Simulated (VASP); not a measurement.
# LiSi16 (a cell with a defect) in VASP: notebook

Runs on LiSi16 (a cell with a defect). Level: PBE. Tasks: single point.

Everything below comes from runs of VASP 6.6.1. Logs are shortened: lines on timing, memory, paths and dates and some standing lists are left out, and cuts for length are marked.

**1. The cell of the first run**

The cell holds a defect, 17 atoms: a = 7.679 Å, b = 7.679 Å, c = 7.679 Å, α = 60.00°, β = 60.00°, γ = 60.00°.

**2. Single point, PBE**

Contents of INCAR:

```
ALGO = Normal
EDIFF = 1E-6
ENCUT = 520
GGA = PE
ISIF = 2
ISMEAR = 0
LASPH = T
LCHARG = F
LREAL = Auto
LWAVE = F
NBANDS = 48
NELECT = 66.0
NELM = 60
PREC = Accurate
SIGMA = 0.02
```

Contents of KPOINTS:

```
k-points
0
Gamma
  2 2 2
```

Contents of POSCAR:

```
LiSi16
1.0
    0.0000000000      5.4300000000      5.4300000000
    5.4300000000      0.0000000000      5.4300000000
    5.4300000000      5.4300000000      0.0000000000
Si Li
16 1
Direct
   -0.0012124380     -0.0106175139     -0.0010177495
    0.1234565724      0.1191779251      0.1236575171
   -0.0061367765     -0.0030678534      0.4974954525
    0.1232367678      0.1191887601      0.6197279814
   -0.0011136732      0.4985328983     -0.0009177170
    0.1215756615      0.6212175703      0.1217755072
   -0.0012210980      0.4984284401      0.4899386382
    0.1234550610      0.6230941600      0.6197266195
    0.4972945250     -0.0030680070     -0.0059383839
    0.6195304182      0.1191839367      0.1234369003
    0.4971035958     -0.0032576886      0.4973023823
    0.6212960571      0.1209387955      0.6214954732
    0.4897393580      0.4984318900     -0.0010229708
    0.6195310991      0.6230942350      0.1236560689
    0.4972937839      0.4935079617      0.4974945405
    0.6195460506      0.6228736769      0.6197387588
    0.8716175352      0.3712653132      0.8718130810
```

Potentials or basis: VASP PAW PBE potentials, release 64 (Si, Li_sv).

Started as:

```sh
$ cat potpaw_PBE.64/Si/POTCAR potpaw_PBE.64/Li_sv/POTCAR > POTCAR
$ mpirun -np 1 vasp_std > vasp.out
```

OUTCAR:

```text
EDIFF = 1E-6
   ENCUT = 520
   GGA = PE
   ISIF = 2
   ISMEAR = 0
   LASPH = T
   LREAL = Auto
   NELECT = 66.0
   NELM = 60
   PREC = Accurate

 ion  position               nearest neighbor table
   1  0.999  0.989  0.999-   6 2.31   2 2.38   4 2.38  10 2.38  17 2.39
   2  0.123  0.119  0.124-   3 2.34   9 2.34   1 2.38   5 2.38  17 2.74
   3  0.994  0.997  0.497-  12 2.34   2 2.34   8 2.34   4 2.34
   4  0.123  0.119  0.620-  11 2.34   3 2.34   7 2.38   1 2.38  17 2.74
   5  0.999  0.499  0.999-   6 2.31   2 2.38  14 2.38   8 2.38  17 2.39
   6  0.122  0.621  0.122-   5 2.31   7 2.31  13 2.31   1 2.31
   7  0.999  0.498  0.490-   6 2.31   8 2.38  16 2.38   4 2.38  17 2.39
   8  0.123  0.623  0.620-   3 2.34  15 2.34   7 2.38   5 2.38  17 2.73
   9  0.497  0.997  0.994-  12 2.34  14 2.34   2 2.34  10 2.34
  10  0.620  0.119  0.123-  11 2.34   9 2.34  13 2.38   1 2.38  17 2.74
  11  0.497  0.997  0.497-  12 2.34  10 2.34   4 2.34  16 2.34
  12  0.621  0.121  0.621-   9 2.34   3 2.34  15 2.34  11 2.34
  13  0.490  0.498  0.999-   6 2.31  14 2.38  16 2.38  10 2.38  17 2.39
  14  0.620  0.623  0.124-   9 2.34  15 2.34  13 2.38   5 2.38  17 2.73
  15  0.497  0.494  0.497-  12 2.34  14 2.34   8 2.34  16 2.34
  16  0.620  0.623  0.620-  15 2.34  11 2.34   7 2.38  13 2.38  17 2.74
  17  0.872  0.371  0.872-   5 2.39   7 2.39  13 2.39   1 2.39   8 2.73  14 2.73   2 2.74  16 2.74
                             4 2.74  10 2.74

  LATTYP: Found a face centered cubic cell.
 ALAT       =    10.8600000000

  Lattice vectors:

 A1 = (   0.0000000000,   5.4300000000,   5.4300000000)
 A2 = (   5.4300000000,   0.0000000000,   5.4300000000)
 A3 = (   5.4300000000,   5.4300000000,   0.0000000000)

Analysis of symmetry for initial positions (statically):
=====================================================================
 Subroutine PRICEL returns:
 Original cell was already a primitive cell.

 Routine SETGRP: Setting up the symmetry group for a
 face centered cubic supercell.

 Subroutine GETGRP returns: Found  2 space group operations
 (whereof  1 operations were pure point group operations)
 out of a pool of 48 trial point group operations.

The static configuration has the point symmetry C_1 .
 The point group associated with its full space group is C_1h.

Analysis of symmetry for dynamics (positions and initial velocities):
=====================================================================
 Subroutine PRICEL returns:
 Original cell was already a primitive cell.

 Routine SETGRP: Setting up the symmetry group for a
 face centered cubic supercell.

 Subroutine GETGRP returns: Found  2 space group operations
 (whereof  1 operations were pure point group operations)
 out of a pool of 48 trial point group operations.

The dynamic configuration has the point symmetry C_1 .
 The point group associated with its full space group is C_1h.

 Subroutine INISYM returns: Found  2 space group operations
 (whereof  1 operations are pure point group operations),
 and found     1 'primitive' translations

----------------------------------------------------------------------------------------

                                     Primitive cell

  volume of cell :     320.2060

  direct lattice vectors                    reciprocal lattice vectors
     0.000000000  5.430000000  5.430000000    -0.092081031  0.092081031  0.092081031
     5.430000000  0.000000000  5.430000000     0.092081031 -0.092081031  0.092081031
     5.430000000  5.430000000  0.000000000     0.092081031  0.092081031 -0.092081031

  length of vectors
     7.679179644  7.679179644  7.679179644     0.159489025  0.159489025  0.159489025

  position of ions in fractional coordinates (direct lattice)
     0.998787562  0.989382486  0.998982250
     0.123456572  0.119177925  0.123657517
     0.993863224  0.996932147  0.497495452
     0.123236768  0.119188760  0.619727981
     0.998886327  0.498532898  0.999082283
     0.121575662  0.621217570  0.121775507
[... 9 lines left out ...]
     0.619546051  0.622873677  0.619738759
     0.871617535  0.371265313  0.871813081

  ion indices of the primitive-cell ions
   primitive index   ion index
                 1           1
                 2           2
                 3           3
                 4           4
                 5           5
                 6           6
[... 9 lines left out ...]
                16          16
                17          17

----------------------------------------------------------------------------------------

 KPOINTS: k-points

Automatic generation of k-mesh.
 Grid dimensions read from file:
 generate k-points for:    2    2    2

 Generating k-lattice:

  Cartesian coordinates                     Fractional coordinates (reciprocal lattice)
    -0.046040516  0.046040516  0.046040516     0.500000000  0.000000000  0.000000000
     0.046040516 -0.046040516  0.046040516     0.000000000  0.500000000  0.000000000
     0.046040516  0.046040516 -0.046040516     0.000000000  0.000000000  0.500000000

  Length of vectors
     0.079744512  0.079744512  0.079744512

  Shift w.r.t. Gamma in fractional coordinates (k-lattice)
     0.000000000  0.000000000  0.000000000

 Subroutine IBZKPT returns following result:
 ===========================================

 Found      6 irreducible k-points:

 Following reciprocal coordinates:
            Coordinates               Weight
  0.000000  0.000000  0.000000      1.000000
  0.500000  0.000000  0.000000      2.000000
  0.000000  0.500000  0.000000      1.000000
  0.500000  0.500000  0.500000      1.000000
  0.500000  0.500000  0.000000      2.000000
  0.500000  0.000000  0.500000      1.000000
   k-points           NKPTS =      6   k-points in BZ     NKDIM =      6   number of bands    NBANDS=     48
   number of dos      NEDOS =    301   number of ions     NIONS =     17
   total plane-waves  NPLWV = 216000
   dimension x,y,z NGX =    60 NGY =   60 NGZ =   60
   dimension x,y,z NGXF=   120 NGYF=  120 NGZF=  120
   ions per type =              16   1
   NGX,Y,Z   is equivalent  to a cutoff of  12.99, 12.99, 12.99 a.u.
   NGXF,Y,Z  is equivalent  to a cutoff of  25.98, 25.98, 25.98 a.u.
 SYSTEM =  unknown system
   PREC   = accura    normal or accurate (medium, high low for compatibility)
   ISTART =      0    job   : 0-new  1-cont  2-samecut
   ICHARG =      2    charge: 1-file 2-atom 10-const
   ISPIN  =      1    spin polarized calculation?
   LNONCOLLINEAR =      F non collinear calculations
   LSORBIT =      F    spin-orbit coupling
   LASPH  =      T    aspherical Exc in radial PAW
   ENCUT  =  520.0 eV  38.22 Ry    6.18 a.u.  14.28 14.28 14.28*2*pi/ulx,y,z
   NELM   =     60;   NELMIN=  2; NELMDL= -5     # of ELM steps
   EDIFF  = 0.1E-05   stopping-criterion for ELM
   LREAL  =      T    real-space projection
   EDIFFG = 0.1E-04   stopping-criterion for IOM
   NSW    =      0    number of steps for IOM
   IBRION =     -1    ionic relax: 0-MD 1-quasi-New 2-CG
   NFREE  =      0    steps in history (QN), initial steepest desc. (CG)
   ISIF   =      2    stress and relaxation
   ISYM   =      2    0-nonsym 1-usesym 2-fastsym
   POTIM  = 0.5000    time-step for ionic-motion
   TEBEG  =    0.0;   TEEND  =   0.0 temperature during run
   PSTRESS=    0.0 pullay stress
   NELECT =      66.0000    total number of electrons
   NUPDOWN=      -1.0000    fix difference up-down
   EMIN   =  10.00;   EMAX   =-10.00  energy-range for DOS
   EFERMI =   0.00;   METHOD = LEGACY
   ISMEAR =     0;   SIGMA  =   0.02  broadening in eV -4-tet -1-fermi 0-gaus
   EFERMI_NEDOS =   21; number of points for ismear=-14 and -15
   IALGO  =     38    algorithm
   IMIX   =      4    mixing-type and parameters
     AMIX     =   0.40;   BMIX     =  1.00
     AMIX_MAG =   1.60;   BMIX_MAG =  1.00
  volume/ion in A,a.u.               =      18.84       127.11
  Fermi-wavevector in a.u.,A,eV,Ry     =   0.967044  1.827449 12.723821  0.935174
  Thomas-Fermi vector in A             =   2.096897
   LORBIT       =      0    0 simple, 1 ext, 2 COOP (PROOUT), +10 PAW based schemes
   GGA     = PE    functional components
   LHFCALC =     F    Hartree Fock is set to
   AEXX    =    0.0000 exact exchange contribution
   IVDW    =     0    specifies the selected vdW correction
   LEPSILON=     F    determine dielectric tensor
   LRPA    =     F    only Hartree local field effects (RPA)
 non-spin polarized calculation
 Gauss-broadening in eV      SIGMA  =   0.02
  energy-cutoff  :      520.00
  volume of cell :      320.21
 maximum number of plane-waves:      8646
 NGX is ok and might be reduce to    60
   NGX = 29   NGY = 29   NGZ = 29

 number of electron      66.0000000 magnetization

 Free energy of the ion-electron system (eV)
  ---------------------------------------------------
  ext. energy  EPLUGINS =         0.00000000
  ---------------------------------------------------
  free energy    TOTEN  =       -93.51456813 eV

  energy without entropy =      -93.51456813  energy(sigma->0) =      -93.51456813

 E-fermi :   6.2297     XC(G=0):  -9.4410

 val. band max:        6.0418669683   @ k =   0.0000   0.0000   0.0000
 cond. band min:       6.6826494146   @ k =   0.0000   0.0000   0.0000
 fundamental gap:      0.6407824463
 Fermi energy:         6.2296826332

 k-point     1 :       0.0000    0.0000    0.0000
  band No.  band energies     occupation
      1     -40.3800      2.00000
      2      -5.9236      2.00000
      3      -3.6719      2.00000
      4      -3.6125      2.00000
      5      -3.6123      2.00000
      6      -3.6108      2.00000
[... 37 lines left out ...]
     44       8.3490      0.00000
     45       8.3491      0.00000

 k-point     2 :       0.5000    0.0000    0.0000
  band No.  band energies     occupation
      1     -40.3800      2.00000
      2      -5.1972      2.00000
      3      -5.0685      2.00000
      4      -3.3550      2.00000
      5      -3.3139      2.00000
      6      -3.3125      2.00000
[... 37 lines left out ...]
     44       9.6213      0.00000
     45       9.6215      0.00000

 k-point     3 :       0.0000    0.5000    0.0000
  band No.  band energies     occupation
      1     -40.3800      2.00000
      2      -5.1973      2.00000
      3      -5.0684      2.00000
      4      -3.3550      2.00000
      5      -3.3139      2.00000
      6      -3.3125      2.00000
[... 37 lines left out ...]
     44       9.6213      0.00000
     45       9.6215      0.00000

 k-point     4 :       0.5000    0.5000    0.5000
  band No.  band energies     occupation
      1     -40.3800      2.00000
      2      -5.1970      2.00000
      3      -5.0685      2.00000
      4      -3.3548      2.00000
      5      -3.3141      2.00000
      6      -3.3138      2.00000
[... 37 lines left out ...]
     44       9.6213      0.00000
     45       9.6213      0.00000

 k-point     5 :       0.5000    0.5000    0.0000
  band No.  band energies     occupation
      1     -40.3800      2.00000
      2      -4.9066      2.00000
      3      -4.8161      2.00000
      4      -3.9261      2.00000
      5      -3.8960      2.00000
      6      -3.8954      2.00000
[... 37 lines left out ...]
     44      10.3331      0.00000
     45      10.4007      0.00000

 k-point     6 :       0.5000    0.0000    0.5000
  band No.  band energies     occupation
      1     -40.3800      2.00000
      2      -4.9067      2.00000
      3      -4.8161      2.00000
      4      -3.9261      2.00000
      5      -3.8961      2.00000
      6      -3.8952      2.00000
[... 37 lines left out ...]
     44      10.3330      0.00000
     45      10.4007      0.00000
 [bands above 45 left out]

------------------------ aborting loop because EDIFF is reached ----------------------------------------

  FORCE on cell =-STRESS in cart. coord.  units (eV):
  Direction    XX          YY          ZZ          XY          YZ          ZX
  --------------------------------------------------------------------------------------
  -------------------------------------------------------------------------------------
  Total       -1.1570437     -1.1559156     -1.1570437      0.0129011      0.0129011      0.0097729
  in kB       -5.7893639     -5.7837197     -5.7893639      0.0645518      0.0645517      0.0488996
  external PRESSURE =      -5.7874825 kB  Pullay stress =       0.0000000 kB

 VOLUME and BASIS-vectors are now :
 -----------------------------------------------------------------------------
  energy-cutoff  :      520.00
  volume of cell :      320.21
      direct lattice vectors                 reciprocal lattice vectors
     0.000000000  5.430000000  5.430000000    -0.092081031  0.092081031  0.092081031
     5.430000000  0.000000000  5.430000000     0.092081031 -0.092081031  0.092081031
     5.430000000  5.430000000  0.000000000     0.092081031  0.092081031 -0.092081031

 POSITION                                       TOTAL-FORCE (eV/Angst)
 -----------------------------------------------------------------------------------
     10.79682     10.84789     10.79576        -0.006165     -0.003735     -0.006165
      1.31860      1.34183      1.31751         0.005617      0.001813      0.005617
      8.11474      8.09808     10.81002         0.001220     -0.000788     -0.000247
      4.01232      4.03430      1.31637        -0.003016      0.002125      0.001352
      8.13205     10.84897      8.13099        -0.005605     -0.005604     -0.005605
      4.03445      1.32140      4.03337         0.002773      0.002718      0.002773
[... 9 lines left out ...]
      6.74739      6.72932      6.74634         0.002087     -0.004846      0.002087
      6.74992      9.46683      6.74885         0.000965      0.001323      0.000965
 -----------------------------------------------------------------------------------
    total drift:                               -0.003575     -0.001040      0.005756

  FREE ENERGIE OF THE ION-ELECTRON SYSTEM (eV)
  ---------------------------------------------------
  free  energy   TOTEN  =       -93.5145681291 eV

  energy  without entropy=      -93.5145681291  energy(sigma->0) =      -93.51456813
```

It took 3 min on 1 thread of AMD EPYC 7R13 (Zen 3), shared host; peak memory 0.43 GiB.

What came out:

- Free energy: -93.5146 eV
- Largest force: 0.010 eV/Å

Forces in eV/Å, atoms in the order of the input:
```
Si  -0.006 -0.004 -0.006
Si   0.006  0.002  0.006
Si   0.001 -0.001  0.000
Si  -0.003  0.002  0.001
Si  -0.006 -0.006 -0.006
Si   0.003  0.003  0.003
Si  -0.006 -0.006 -0.003
Si   0.006  0.007  0.002
Si   0.000 -0.001  0.001
Si   0.001  0.002 -0.003
Si   0.002  0.002  0.002
Si   0.001  0.002  0.001
Si  -0.003 -0.006 -0.006
Si   0.002  0.007  0.006
Si  -0.001  0.000 -0.001
Si   0.002 -0.005  0.002
Li   0.001  0.001  0.001
```

Caveat: the k points lie up to 0.50 Å⁻¹ apart; the cell carries a net charge on a neutralising background, which shifts energy and pressure; the cell is charged against a uniform background, so pressure and absolute levels hang on convention; the cutoff is under 1.25 times the usual one of these potentials, so pressure, stress and relaxed cells hold a basis-set (Pulay) error.

[end of part 1 of 2]
